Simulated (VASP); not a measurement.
# TiSi (CsCl type) (Pm-3m) in VASP: further runs

TiSi (CsCl type) is run at these levels: PBEsol; tasks: single point.

Program: VASP 6.6.1. These are calculated values, not measurements. Logs are shortened: lines on timing, memory, paths and dates and some standing lists are left out, and cuts for length are marked.

## Step 1: The cell of the first run

It takes space group Pm-3m (No. 221, cubic). Conventional cell: a = 2.829 Å, b = 2.829 Å, c = 2.829 Å, α = 90.00°, β = 90.00°, γ = 90.00°. Within 3.2 Å of Ti (site symmetry m-3m) lie 8 Si at 2.45 Å and 6 Ti at 2.83 Å. Si (site symmetry m-3m) has 8 Ti at 2.45 Å and 6 Si at 2.83 Å within 3.2 Å.

## Step 2: Single point, PBEsol

INCAR reads:

```
SYSTEM = TiSi
PREC = Accurate
ENCUT = 520
EDIFF = 1E-7
ISMEAR = -1
SIGMA = 0.08
LREAL = .FALSE.
LASPH = .TRUE.
NELM = 100
ALGO = Normal
ISIF = 2
LWAVE = .FALSE.
LCHARG = .FALSE.
GGA = PS
NBANDS = 15
```

KPOINTS reads:

```
regular mesh
0
G
  14 14 14
  0 0 0
```

POSCAR reads:

```
TiSi
1.0
    2.8293568168      0.0000000000      0.0000000000
    0.0000000000      2.8293568168      0.0000000000
    0.0000000000      0.0000000000      2.8293568168
Ti Si
1 1
Direct
    0.0000000000      0.0000000000      0.0000000000
    0.5000000000      0.5000000000      0.5000000000
```

Potentials or basis: VASP PAW PBE potentials, release 64 (Ti_sv, Si).

Launch:

```
> cat potpaw_PBE.64/Ti_sv/POTCAR potpaw_PBE.64/Si/POTCAR > POTCAR
> mpirun -np 1 vasp_std > vasp.out
```

OUTCAR:

```text
SYSTEM = TiSi
   PREC = Accurate
   ENCUT = 520
   EDIFF = 1E-7
   ISMEAR = -1
   LREAL = .FALSE.
   LASPH = .TRUE.
   NELM = 100
   ISIF = 2
   GGA = PS

 ion  position               nearest neighbor table
   1  0.000  0.000  0.000-   2 2.45   2 2.45   2 2.45   2 2.45   2 2.45   2 2.45   2 2.45   2 2.45

   2  0.500  0.500  0.500-   1 2.45   1 2.45   1 2.45   1 2.45   1 2.45   1 2.45   1 2.45   1 2.45

  LATTYP: Found a simple cubic cell.
 ALAT       =     2.8293568168

  Lattice vectors:

 A1 = (   2.8293568168,   0.0000000000,   0.0000000000)
 A2 = (   0.0000000000,   2.8293568168,   0.0000000000)
 A3 = (   0.0000000000,   0.0000000000,   2.8293568168)

Analysis of symmetry for initial positions (statically):
=====================================================================
 Subroutine PRICEL returns:
 Original cell was already a primitive cell.

 Routine SETGRP: Setting up the symmetry group for a
 simple cubic supercell.

 Subroutine GETGRP returns: Found 48 space group operations
 (whereof 48 operations were pure point group operations)
 out of a pool of 48 trial point group operations.

The static configuration has the point symmetry O_h .

Analysis of symmetry for dynamics (positions and initial velocities):
=====================================================================
 Subroutine PRICEL returns:
 Original cell was already a primitive cell.

 Routine SETGRP: Setting up the symmetry group for a
 simple cubic supercell.

 Subroutine GETGRP returns: Found 48 space group operations
 (whereof 48 operations were pure point group operations)
 out of a pool of 48 trial point group operations.

The dynamic configuration has the point symmetry O_h .

 Subroutine INISYM returns: Found 48 space group operations
 (whereof 48 operations are pure point group operations),
 and found     1 'primitive' translations

----------------------------------------------------------------------------------------

                                     Primitive cell

  volume of cell :      22.6497

  direct lattice vectors                    reciprocal lattice vectors
     2.829356817  0.000000000  0.000000000     0.353437217  0.000000000  0.000000000
     0.000000000  2.829356817  0.000000000     0.000000000  0.353437217  0.000000000
     0.000000000  0.000000000  2.829356817     0.000000000  0.000000000  0.353437217

  length of vectors
     2.829356817  2.829356817  2.829356817     0.353437217  0.353437217  0.353437217

  position of ions in fractional coordinates (direct lattice)
     0.000000000  0.000000000  0.000000000
     0.500000000  0.500000000  0.500000000

  ion indices of the primitive-cell ions
   primitive index   ion index
                 1           1
                 2           2

----------------------------------------------------------------------------------------

 KPOINTS: regular mesh

Automatic generation of k-mesh.
 Grid dimensions read from file:
 generate k-points for:   14   14   14

 Generating k-lattice:

  Cartesian coordinates                     Fractional coordinates (reciprocal lattice)
     0.025245516  0.000000000  0.000000000     0.071428571  0.000000000  0.000000000
     0.000000000  0.025245516  0.000000000     0.000000000  0.071428571  0.000000000
     0.000000000  0.000000000  0.025245516     0.000000000  0.000000000  0.071428571

  Length of vectors
     0.025245516  0.025245516  0.025245516

  Shift w.r.t. Gamma in fractional coordinates (k-lattice)
     0.000000000  0.000000000  0.000000000

 Subroutine IBZKPT returns following result:
 ===========================================

 Found    120 irreducible k-points:

 Following reciprocal coordinates:
            Coordinates               Weight
  0.000000  0.000000  0.000000      1.000000
  0.071429  0.000000  0.000000      6.000000
  0.142857  0.000000  0.000000      6.000000
  0.214286  0.000000  0.000000      6.000000
  0.285714  0.000000  0.000000      6.000000
  0.357143  0.000000  0.000000      6.000000
[... 16 lines left out ...]
  0.285714  0.214286  0.000000     24.000000
  0.357143  0.214286  0.000000     24.000000
 [... further k-points ...]
   k-points           NKPTS =    120   k-points in BZ     NKDIM =    120   number of bands    NBANDS=     15
   number of dos      NEDOS =    301   number of ions     NIONS =      2
   total plane-waves  NPLWV =  13824
   dimension x,y,z NGX =    24 NGY =   24 NGZ =   24
   dimension x,y,z NGXF=    48 NGYF=   48 NGZF=   48
   ions per type =               1   1
   NGX,Y,Z   is equivalent  to a cutoff of  14.10, 14.10, 14.10 a.u.
   NGXF,Y,Z  is equivalent  to a cutoff of  28.20, 28.20, 28.20 a.u.
 SYSTEM =  TiSi
   PREC   = accura    normal or accurate (medium, high low for compatibility)
   ISTART =      0    job   : 0-new  1-cont  2-samecut
   ICHARG =      2    charge: 1-file 2-atom 10-const
   ISPIN  =      1    spin polarized calculation?
   LNONCOLLINEAR =      F non collinear calculations
   LSORBIT =      F    spin-orbit coupling
   LASPH  =      T    aspherical Exc in radial PAW
   ENCUT  =  520.0 eV  38.22 Ry    6.18 a.u.   5.26  5.26  5.26*2*pi/ulx,y,z
   NELM   =    100;   NELMIN=  2; NELMDL= -5     # of ELM steps
   EDIFF  = 0.1E-06   stopping-criterion for ELM
   LREAL  =      F    real-space projection
   EDIFFG = 0.1E-05   stopping-criterion for IOM
   NSW    =      0    number of steps for IOM
   IBRION =     -1    ionic relax: 0-MD 1-quasi-New 2-CG
   NFREE  =      0    steps in history (QN), initial steepest desc. (CG)
   ISIF   =      2    stress and relaxation
   ISYM   =      2    0-nonsym 1-usesym 2-fastsym
   POTIM  = 0.5000    time-step for ionic-motion
   TEBEG  =    0.0;   TEEND  =   0.0 temperature during run
   PSTRESS=    0.0 pullay stress
   NELECT =      16.0000    total number of electrons
   NUPDOWN=      -1.0000    fix difference up-down
   EMIN   =  10.00;   EMAX   =-10.00  energy-range for DOS
   EFERMI =   0.00;   METHOD = LEGACY
   ISMEAR =    -1;   SIGMA  =   0.08  broadening in eV -4-tet -1-fermi 0-gaus
   EFERMI_NEDOS =   21; number of points for ismear=-14 and -15
   IALGO  =     38    algorithm
   IMIX   =      4    mixing-type and parameters
     AMIX     =   0.40;   BMIX     =  1.00
     AMIX_MAG =   1.60;   BMIX_MAG =  1.00
  volume/ion in A,a.u.               =      11.32        76.42
  Fermi-wavevector in a.u.,A,eV,Ry     =   1.458010  2.755239 28.923163  2.125793
  Thomas-Fermi vector in A             =   2.574744
   LORBIT       =      0    0 simple, 1 ext, 2 COOP (PROOUT), +10 PAW based schemes
   GGA     = PS    functional components
   LHFCALC =     F    Hartree Fock is set to
   AEXX    =    0.0000 exact exchange contribution
   IVDW    =     0    specifies the selected vdW correction
   LEPSILON=     F    determine dielectric tensor
   LRPA    =     F    only Hartree local field effects (RPA)
 non-spin polarized calculation
  energy-cutoff  :      520.00
  volume of cell :       22.65
 maximum number of plane-waves:       624
 NGX is ok and might be reduce to    24
   NGX = 11   NGY = 11   NGZ = 11

 number of electron      15.9999996 magnetization

 Free energy of the ion-electron system (eV)
  ---------------------------------------------------
  ext. energy  EPLUGINS =         0.00000000
  ---------------------------------------------------
  free energy    TOTEN  =       -13.88356549 eV

  energy without entropy =      -13.83714675  energy(sigma->0) =      -13.86035612

 E-fermi :  13.4949     XC(G=0): -13.0638

 val. band max:       13.4926025748   @ k =   0.5000   0.2143   0.0714
 cond. band min:      13.4999105106   @ k =   0.2143   0.1429   0.0714
 fundamental gap:      0.0073079358
 Fermi energy:        13.4949341717

 k-point     1 :       0.0000    0.0000    0.0000
  band No.  band energies     occupation
      1     -42.2793      2.00000
      2     -18.5065      2.00000
      3     -18.5065      2.00000
      4     -18.5065      2.00000
      5       0.5235      2.00000
      6      10.8879      2.00000
      7      10.8879      2.00000
      8      16.2378      0.00000
      9      16.2378      0.00000
     10      16.2378      0.00000
     11      17.0814      0.00000
     12      17.0814      0.00000
     13      17.0814      0.00000
     14      23.7691      0.00000
     15      23.7691      0.00000

 k-point     2 :       0.0714    0.0000    0.0000
  band No.  band energies     occupation
      1     -42.2758      2.00000
      2     -18.5391      2.00000
      3     -18.5036      2.00000
      4     -18.5036      2.00000
      5       0.6325      2.00000
      6      10.8065      2.00000
      7      10.9489      2.00000
      8      15.6959      0.00000
      9      15.6959      0.00000
     10      16.2587      0.00000
     11      16.8811      0.00000
     12      17.6769      0.00000
     13      17.6769      0.00000
     14      23.5257      0.00000
     15      24.0605      0.00000

 k-point     3 :       0.1429    0.0000    0.0000
  band No.  band energies     occupation
      1     -42.2659      2.00000
      2     -18.6297      2.00000
      3     -18.4954      2.00000
      4     -18.4954      2.00000
      5       0.9534      2.00000
      6      10.4952      2.00000
      7      11.1271      2.00000
      8      14.9464      0.00000
      9      14.9464      0.00000
     10      16.3177      0.00000
     11      16.5481      0.00000
     12      18.5936      0.00000
     13      18.5936      0.00000
     14      22.8678      0.00000
     15      24.6629      0.00000

 k-point     4 :       0.2143    0.0000    0.0000
  band No.  band energies     occupation
      1     -42.2515      2.00000
      2     -18.7585      2.00000
      3     -18.4834      2.00000
      4     -18.4834      2.00000
      5       1.4701      2.00000
      6       9.8457      2.00000
      7      11.4072      2.00000
      8      14.2675      0.00013
      9      14.2675      0.00013
     10      16.4049      0.00000
     11      16.4910      0.00000
     12      19.5722      0.00000
     13      19.5722      0.00000
     14      21.9622      0.00000
     15      25.1936      0.00000
[... 307 lines left out ...]
 k-point    22 :       0.2143    0.2143    0.0000
  band No.  band energies     occupation
      1     -42.2245      2.00000
      2     -18.7428      2.00000
      3     -18.7079      2.00000
      4     -18.4606      2.00000
      5       2.3035      2.00000
      6      10.2817      2.00000
      7      10.3473      2.00000
      8      13.3722      1.64527
      9      14.2107      0.00026
     10      15.3988      0.00000
     11      17.2554      0.00000
     12      18.7891      0.00000
     13      21.1197      0.00000
     14      22.4194      0.00000
     15      26.9351      0.00000

 k-point    23 :       0.2857    0.2143    0.0000
  band No.  band energies     occupation
      1     -42.2090      2.00000
      2     -18.8622      2.00000
      3     -18.7044      2.00000
      4     -18.4475      2.00000
      5       2.8969      2.00000
      6       9.3416      2.00000
      7      10.6335      2.00000
      8      13.2623      1.89648
      9      13.9552      0.00632
     10      15.3110      0.00000
     11      17.3309      0.00000
     12      19.1656      0.00000
     13      21.7526      0.00000
     14      22.0635      0.00000
     15      25.9312      0.00000

 k-point    24 :       0.3571    0.2143    0.0000
  band No.  band energies     occupation
      1     -42.1949      2.00000
      2     -18.9805      2.00000
      3     -18.6884      2.00000
      4     -18.4356      2.00000
      5       3.5855      2.00000
      6       8.3191      2.00000
      7      10.9571      2.00000
      8      13.0943      1.98672
      9      13.6535      0.24232
     10      15.3851      0.00000
     11      17.5539      0.00000
     12      19.7401      0.00000
     13      21.6610      0.00000
     14      22.2454      0.00000
     15      24.7373      0.00000

 [... further k-points ...]
[... 5 lines left out ...]
  --------------------------------------------------------------------------------------
  -------------------------------------------------------------------------------------
  Total        7.9040554      7.9040554      7.9040554      0.0000000      0.0000000      0.0000000
  in kB      559.1101726    559.1101726    559.1101726      0.0000000      0.0000000      0.0000000
  external PRESSURE =     559.1101726 kB  Pullay stress =       0.0000000 kB

 VOLUME and BASIS-vectors are now :
 -----------------------------------------------------------------------------
  energy-cutoff  :      520.00
  volume of cell :       22.65
      direct lattice vectors                 reciprocal lattice vectors
     2.829356817  0.000000000  0.000000000     0.353437217  0.000000000  0.000000000
     0.000000000  2.829356817  0.000000000     0.000000000  0.353437217  0.000000000
     0.000000000  0.000000000  2.829356817     0.000000000  0.000000000  0.353437217

 POSITION                                       TOTAL-FORCE (eV/Angst)
 -----------------------------------------------------------------------------------
      0.00000      0.00000      0.00000         0.000000      0.000000      0.000000
      1.41468      1.41468      1.41468         0.000000      0.000000      0.000000
 -----------------------------------------------------------------------------------
    total drift:                                0.000000      0.000000      0.000000

  FREE ENERGIE OF THE ION-ELECTRON SYSTEM (eV)
  ---------------------------------------------------
  free  energy   TOTEN  =       -13.8835654857 eV

  energy  without entropy=      -13.8371467513  energy(sigma->0) =      -13.86035612
```

Wall time 33 s (1 thread of Intel Xeon Platinum 8259CL at 2.50GHz (Skylake/Cascade Lake), shared host); peak memory 0.17 GiB.

What came out:

```
Free energy            : -13.8836 eV
Pressure               : 55.9 GPa
Band gap on the k mesh : zero (band 8 reaches 16.24 eV, above the bottom of band 9 at 12.94 eV)
```

Levels at points of the mesh, in eV from the Fermi level:
| k point | band 5 | band 6 | band 7 | band 8 | band 9 | band 10 | band 11 | band 12 |
| --- | --- | --- | --- | --- | --- | --- | --- | --- |
| (0.00, 0.00, 0.00) | -12.97 | -2.61 | -2.61 | 2.74 | 2.74 | 2.74 | 3.59 | 3.59 |
| (0.50, 0.00, 0.00) | -9.05 | -7.49 | -0.96 | -0.56 | -0.56 | 3.19 | 4.66 | 5.77 |
| (0.50, 0.50, 0.00) | -8.58 | -3.80 | -3.80 | -2.10 | 0.75 | 0.75 | 4.47 | 6.16 |
| (0.50, 0.50, 0.50) | -5.72 | -5.72 | -5.72 | -2.36 | 3.79 | 3.79 | 3.79 | 4.59 |

Caveat: the PAW data sets were made with another functional, which shifts forces and pressure a little.

## Step 3: Single point, PBEsol

INCAR reads:

```
PREC = Accurate
ENCUT = 520
EDIFF = 1E-6
ISMEAR = -1
SIGMA = 0.08
LREAL = False
LASPH = True
NELM = 80
ALGO = Normal
ISIF = 2
LWAVE = False
LCHARG = False
GGA = PS
NBANDS = 15
```

KPOINTS reads:

```
regular mesh
0
Gamma
  14 14 14
```

POSCAR is that of step 2.

Potentials or basis: VASP PAW PBE potentials, release 64 (Ti_sv, Si).

Launch:

```
> cat potpaw_PBE.64/Ti_sv/POTCAR potpaw_PBE.64/Si/POTCAR > POTCAR
> mpirun -np 1 vasp_std > vasp.out
```

It took 28 s on 1 thread of Intel Xeon Platinum 8259CL at 2.50GHz (Skylake/Cascade Lake), shared host; peak memory 0.17 GiB.

Results (log left out):

* Free energy: -13.8836 eV
* Pressure: 55.9 GPa
* Band gap on the k mesh: zero (band 8 reaches 16.24 eV, above the bottom of band 9 at 12.94 eV)

Levels at points of the mesh, in eV from the Fermi level:
| k point | band 4 | band 5 | band 6 | band 7 | band 8 | band 9 | band 10 | band 11 | band 12 | band 13 |
| --- | --- | --- | --- | --- | --- | --- | --- | --- | --- | --- |
| (0.00, 0.00, 0.00) | -32.00 | -12.97 | -2.61 | -2.61 | 2.74 | 2.74 | 2.74 | 3.59 | 3.59 | 3.59 |
| (0.50, 0.00, 0.00) | -31.94 | -9.05 | -7.49 | -0.96 | -0.56 | -0.56 | 3.19 | 4.66 | 5.77 | 10.42 |
| (0.50, 0.50, 0.00) | -31.88 | -8.58 | -3.80 | -3.80 | -2.10 | 0.75 | 0.75 | 4.47 | 6.16 | 7.12 |
| (0.50, 0.50, 0.50) | -32.41 | -5.72 | -5.72 | -5.72 | -2.36 | 3.79 | 3.79 | 3.79 | 4.59 | 4.59 |

Caveat: the PAW data sets were made with another functional, which shifts forces and pressure a little.
